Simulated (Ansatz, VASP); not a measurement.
**Pb in VASP and in Ansatz**

The input INCAR:

```
PREC = Accurate
ENCUT = 520
EDIFF = 1E-6
ISMEAR = -1
SIGMA = 0.08
LREAL = F
LASPH = T
NELM = 80
ALGO = Normal
ISIF = 2
LWAVE = F
LCHARG = T
GGA = PS
LELF = T
LVHAR = T
NBANDS = 21
```

Contents of KPOINTS:

```
Automatic mesh
0
Gamma
  14 14 8
```

Contents of POSCAR:

```
Pb
1.0
    3.5257954250      0.0000000000      0.0000000000
   -1.7628977125      3.0534284065      0.0000000000
    0.0000000000      0.0000000000      5.6635610674
Pb
2
Direct
    0.3333333333      0.6666666667      0.2500000000
    0.6666666667      0.3333333333      0.7500000000
```

Input for Ansatz:

```yaml
crystal:
  lattice:
    - [3.525795425, 0.0, 0.0]
    - [-1.7628977125, 3.0534284065, 0.0]
    - [0.0, 0.0, 5.6635610674]
  atoms:
    - { symbol: Pb, position: [0.3333333333, 0.6666666667, 0.25] }
    - { symbol: Pb, position: [0.6666666667, 0.3333333333, 0.75] }
kpoints:
  mp_grid: { grid: [14, 14, 8] }
  band_path:
    path:
      - [0.0, 0.0, 0.0]
      - [0.5, 0.0, 0.0]
      - [0.3333333333, 0.3333333333, 0.0]
      - [0.0, 0.0, 0.0]
      - [0.0, 0.0, 0.5]
      - [0.5, 0.0, 0.5]
      - [0.3333333333, 0.3333333333, 0.5]
      - [0.0, 0.0, 0.5]
      - [0.5, 0.0, 0.5]
    npoints: 5
scf:
  occupations: { method: fermi_dirac, width: 0.08 }
hamiltonian:
  xc: pbesol
  pseudopotentials: { kind: all_electron, lapw: { basis_error: 0.0005 } }
output:
  forces: true
  stress: true
  eigenvalues: true
```

Change from the starting cell: volume scaled by 1.04.

Alike in both runs: task single point; functional PBEsol; k mesh 14 × 14 × 8; occupations fermi-dirac, width 0.08 eV; no spin polarisation.

|  | VASP | Ansatz |
| --- | --- | --- |
| version | VASP 6.6.1 | Ansatz 0.2.0 |
| potentials or method | VASP PAW PBE potentials, release 64 (Pb_d), cutoff 520 eV | all-electron LAPW, scalar-relativistic |

```csv
,VASP,Ansatz,Ansatz less VASP
pressure (GPa),-0.9,-0.8,+0.08
"traceless stress, the component that is largest in VASP (GPa)",1.00,1.00,+0.007
```

VASP's potentials were made for PBE, not for PBEsol. Ansatz ran all-electron here, and VASP with PAW potentials.

Neither program's run includes spin-orbit coupling.
